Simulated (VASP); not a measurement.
# F (Fm-3m) in VASP: a series of runs, part 2 of 2

VASP 6.6.1. The steps go on from the part before.

### Step 3. Single point, LDA (7.98 Å³/atom)

INCAR

```
SYSTEM = F
ALGO     = Normal         ! electronic algorithm
EDIFF    = 1E-6           ! SCF threshold, eV
ENCUT    = 520            ! plane-wave cutoff, eV
GGA      = CA             ! functional
ISIF     = 2              ! what is computed and relaxed
ISMEAR   = -1             ! smearing method
LASPH    = .True.         ! aspherical terms in the spheres
LCHARG   = .False.        ! write CHGCAR
LREAL    = .False.        ! projectors in reciprocal space
LWAVE    = .False.        ! write WAVECAR
NBANDS   = 10             ! bands
NELM     = 60             ! most SCF steps
PREC     = Accurate       ! precision mode
SIGMA    = 0.05           ! smearing width, eV
```

KPOINTS

```
k-points
0
Gamma
  17 17 17
  0 0 0
```

POSCAR

```
F
1.0
    0.0000000000      1.5859863866      1.5859863866
    1.5859863866      0.0000000000      1.5859863866
    1.5859863866      1.5859863866      0.0000000000
F
1
Direct
    0.0000000000      0.0000000000      0.0000000000
```

Potentials or basis: VASP PAW LDA potentials, release 64 (F).

Started as:

```sh
cat potpaw_LDA.64/F/POTCAR > POTCAR
mpirun -np 1 vasp_std > vasp.out
```

It took 18 s on 1 thread of Intel Xeon 8259CL, shared host; peak memory 0.11 GiB.

The run converged. Its results:

```
Free energy            : -1.2898 eV
Pressure               : 5.2 GPa
Band gap on the k mesh : zero (an odd number of electrons rules out a gap without spin polarisation)
```

Levels at points of the mesh, in eV from the Fermi level:
| k point | band 1 | band 2 | band 3 | band 4 | band 5 | band 6 | band 7 | band 8 | band 9 |
| --- | --- | --- | --- | --- | --- | --- | --- | --- | --- |
| (0.00, 0.00, 0.00) | -23.07 | 0.79 | 0.79 | 0.79 | 15.86 | 37.74 | 37.74 | 37.74 | 42.09 |

Caveat: the cell stands under pressure; an odd number of electrons without spin polarisation forces a metal; a magnetic or distorted state may lie lower.

### Step 4. Single point, LDA

This run uses another cell than the first one, of 8.40 Å³/atom.

INCAR

```
SYSTEM = F
ALGO = Normal
EDIFF = 1E-6
ENCUT = 520
ISIF = 2
ISMEAR = -1
LASPH = .True.
LCHARG = .False.
LREAL = .False.
LWAVE = .False.
NBANDS = 10
NELM = 80
PREC = Accurate
SIGMA = 0.05
```

KPOINTS is that of step 3.

POSCAR

```
F
1.0
    0.0000000000      1.6133363541      1.6133363541
    1.6133363541      0.0000000000      1.6133363541
    1.6133363541      1.6133363541      0.0000000000
F
1
Direct
    0.0000000000      0.0000000000      0.0000000000
```

Potentials or basis: VASP PAW LDA potentials, release 64 (F).

Started as:

```sh
cat potpaw_LDA.64/F/POTCAR > POTCAR
mpirun -np 1 vasp_std > vasp.out
```

OUTCAR:

```text
SYSTEM = F
   EDIFF = 1E-6
   ENCUT = 520
   ISIF = 2
   ISMEAR = -1
   LASPH = .True.
   LREAL = .False.
   NELM = 80
   PREC = Accurate

 ion  position               nearest neighbor table
   1  0.000  0.000  0.000-

  LATTYP: Found a face centered cubic cell.
 ALAT       =     3.2266727082

  Lattice vectors:

 A1 = (   0.0000000000,   1.6133363541,   1.6133363541)
 A2 = (   1.6133363541,   0.0000000000,   1.6133363541)
 A3 = (   1.6133363541,   1.6133363541,   0.0000000000)

Analysis of symmetry for initial positions (statically):
=====================================================================
 Subroutine PRICEL returns:
 Original cell was already a primitive cell.

 Routine SETGRP: Setting up the symmetry group for a
 face centered cubic supercell.

 Subroutine GETGRP returns: Found 48 space group operations
 (whereof 48 operations were pure point group operations)
 out of a pool of 48 trial point group operations.

The static configuration has the point symmetry O_h .

Analysis of symmetry for dynamics (positions and initial velocities):
[... 161 lines left out ...]
 fundamental gap:      0.0053778560
 Fermi energy:        -2.0166061945

 k-point     1 :       0.0000    0.0000    0.0000
  band No.  band energies     occupation
      1     -24.6445      2.00000
      2      -1.2847      0.00000
      3      -1.2847      0.00000
      4      -1.2847      0.00000
      5      13.2144      0.00000
      6      35.0521      0.00000
      7      35.0521      0.00000
      8      35.0521      0.00000
      9      39.2551      0.00000
     10      46.7699      0.00000
[... 287 lines left out ...]
 k-point    24 :      -0.1176    0.0588    0.0000
  band No.  band energies     occupation
      1     -24.2179      2.00000
      2      -2.5052      1.99989
      3      -1.5475      0.00017
      4      -1.3376      0.00000
      5      14.4376      0.00000
      6      30.1144      0.00000
      7      34.4290      0.00000
      8      35.8339      0.00000
      9      40.5191      0.00000
     10      42.0149      0.00000

 [... further k-points ...]

------------------------ aborting loop because EDIFF is reached ----------------------------------------

  FORCE on cell =-STRESS in cart. coord.  units (eV):
  Direction    XX          YY          ZZ          XY          YZ          ZX
  --------------------------------------------------------------------------------------
  -------------------------------------------------------------------------------------
  Total       -0.0362598     -0.0362598     -0.0362598      0.0000000      0.0000000      0.0000000
  in kB       -6.9172236     -6.9172236     -6.9172236      0.0000000      0.0000000      0.0000000
  external PRESSURE =      -6.9172236 kB  Pullay stress =       0.0000000 kB

 VOLUME and BASIS-vectors are now :
 -----------------------------------------------------------------------------
  energy-cutoff  :      520.00
  volume of cell :        8.40
      direct lattice vectors                 reciprocal lattice vectors
     0.000000000  1.613336354  1.613336354    -0.309916775  0.309916775  0.309916775
     1.613336354  0.000000000  1.613336354     0.309916775 -0.309916775  0.309916775
     1.613336354  1.613336354  0.000000000     0.309916775  0.309916775 -0.309916775

 POSITION                                       TOTAL-FORCE (eV/Angst)
 -----------------------------------------------------------------------------------
      0.00000      0.00000      0.00000        -0.000000     -0.000000     -0.000000
 -----------------------------------------------------------------------------------
    total drift:                                0.000000      0.000000      0.000000

  FREE ENERGIE OF THE ION-ELECTRON SYSTEM (eV)
  ---------------------------------------------------
  free  energy   TOTEN  =        -1.2975547037 eV

  energy  without entropy=       -1.2806575396  energy(sigma->0) =       -1.28910612
```

OSZICAR:

```text
N       E                     dE             d eps       ncg     rms          rms(c)
DAV:   1     0.137859385871E+02    0.13786E+02   -0.38095E+03  3472   0.626E+02
DAV:   2    -0.116735693304E+01   -0.14953E+02   -0.14589E+02  3772   0.123E+02
DAV:   3    -0.129787878452E+01   -0.13052E+00   -0.12916E+00  3808   0.915E+00
DAV:   4    -0.129796579825E+01   -0.87014E-04   -0.87012E-04  3636   0.316E-01
DAV:   5    -0.129796589409E+01   -0.95839E-07   -0.95663E-07  3762   0.947E-03    0.200E-01
DAV:   6    -0.129753276612E+01    0.43313E-03   -0.15250E-03  3648   0.290E-01    0.101E-01
DAV:   7    -0.129754288646E+01   -0.10120E-04   -0.14727E-04  3746   0.906E-02    0.507E-02
DAV:   8    -0.129755470966E+01   -0.11823E-04   -0.40741E-06  3666   0.250E-02    0.126E-03
DAV:   9    -0.129755470373E+01    0.59316E-08   -0.11901E-08  2064   0.110E-03
   1 F= -.12975547E+01 E0= -.12891061E+01  d E =-.168972E-01
```

Run time: 18 s. Hardware: 1 thread of Intel Xeon 8259CL, shared host; peak memory 0.12 GiB.

Results:

```yaml
Free_energy: -1.2976 eV
Pressure: -0.7 GPa
Band_gap_on_the_k_mesh: zero (an odd number of electrons rules out a gap without spin polarisation)
```

Levels at points of the mesh, in eV from the Fermi level:
| k point | band 1 | band 2 | band 3 | band 4 | band 5 | band 6 | band 7 | band 8 | band 9 |
| --- | --- | --- | --- | --- | --- | --- | --- | --- | --- |
| (0.00, 0.00, 0.00) | -22.63 | 0.73 | 0.73 | 0.73 | 15.23 | 37.07 | 37.07 | 37.07 | 41.27 |

Caveat: an odd number of electrons without spin polarisation forces a metal; a magnetic or distorted state may lie lower.

### Step 5. Relaxation of cell and atoms, LDA

This run uses another cell than the first one, of 13.00 Å³/atom.

INCAR

```
SYSTEM = F
PREC = Accurate
ENCUT = 600
EDIFF = 1E-7
ISMEAR = -1
SIGMA = 0.05
LREAL = .False.
LASPH = .True.
NELM = 80
ALGO = Normal
ISIF = 3
LWAVE = .False.
LCHARG = .False.
IBRION = 2
NSW = 60
EDIFFG = -0.005
```

KPOINTS

```
Automatic mesh
0
Gamma
  17 17 17
  0 0 0
```

POSCAR

```
F
1.0
    0.0000000000      1.8662555784      1.8662555784
    1.8662555784      0.0000000000      1.8662555784
    1.8662555784      1.8662555784      0.0000000000
F
1
Direct
    0.0000000000      0.0000000000      0.0000000000
```

Started as:

```sh
cat potpaw_LDA.64/F/POTCAR > POTCAR
mpirun -np 1 vasp_std > vasp.out
```

It took 2 min on 1 thread of Intel Xeon 8259CL, shared host; peak memory 0.13 GiB.

Results (log left out):

```
Free energy                           : -1.3171 eV
Relaxed volume                        : 8.38 Å³/atom
Relaxed cell                          : a = 2.279 Å, b = 2.279 Å, c = 2.279 Å, α = 60.00°, β = 60.00°, γ = 60.00°
Space group after relaxing (to 0.1 Å) : Fm-3m (No. 225)
Energy gained by relaxing             : 329.4 meV/atom
Ionic steps                           : 9
Pressure after relaxing               : -0.1 GPa
Band gap on the k mesh                : zero (an odd number of electrons rules out a gap without spin polarisation)
```

Step by step:
```tsv
step	energy change (eV)	largest force (eV/Å)	pressure (GPa)	volume (Å³)
1	0.0000	0.0000	-13.62	13.00
2	-0.1728	0.0000	-13.91	11.03
3	-0.0422	0.0000	59.35	6.33
4	-0.2913	0.0000	-9.58	9.49
5	-0.3183	0.0000	7.58	7.87
6	-0.3288	0.0000	-1.44	8.49
7	-0.3294	0.0000	-0.15	8.38
8	-0.3292	0.0000	0.88	8.30
9	-0.3294	0.0000	-0.06	8.38
```

Final structure:
```
F
1.0
     0.00000    1.61184    1.61184
     1.61184    0.00000    1.61184
     1.61184    1.61184    0.00000
F
1
Direct
  0.00000 0.00000 0.00000
```

Levels at points of the mesh, in eV from the Fermi level:
```csv
k point,band 1,band 2,band 3,band 4,band 5,band 6,band 7
"(0.00, 0.00, 0.00)",-22.65,0.73,0.73,0.73,15.27,37.11,37.11
```

Caveat: the volume moved by over 15 % at a fixed basis, so the end points are rough; an odd number of electrons without spin polarisation forces a metal; a magnetic or distorted state may lie lower.

### Step 6. Summary

| task | cell | cutoff (eV) | gap on the mesh (eV) | pressure (GPa) |
| --- | --- | --- | --- | --- |
| single point | a = 2.243 Å, angles 60.0°, 1 atom | 520 | none | 5.2 |
| single point | a = 2.282 Å, angles 60.0°, 1 atom | 520 | none | -0.7 |
| relaxation of cell and atoms | relaxed from a = 2.639 Å, angles 60.0°, 1 atom | 600 | none | -0.1 |

Alike in all rows: level LDA; potentials or basis VASP PAW LDA potentials, release 64 (F); no spin polarisation; k mesh 17 × 17 × 17; smearing fermi-dirac 0.05 eV.

Caveats: an odd number of electrons without spin polarisation forces a metal; a magnetic or distorted state may lie lower; the cell stands under pressure (at least some runs); the volume moved by over 15 % at a fixed basis, so the end points are rough (at least some runs).

Absolute energies hang on the potentials; compare differences alone.
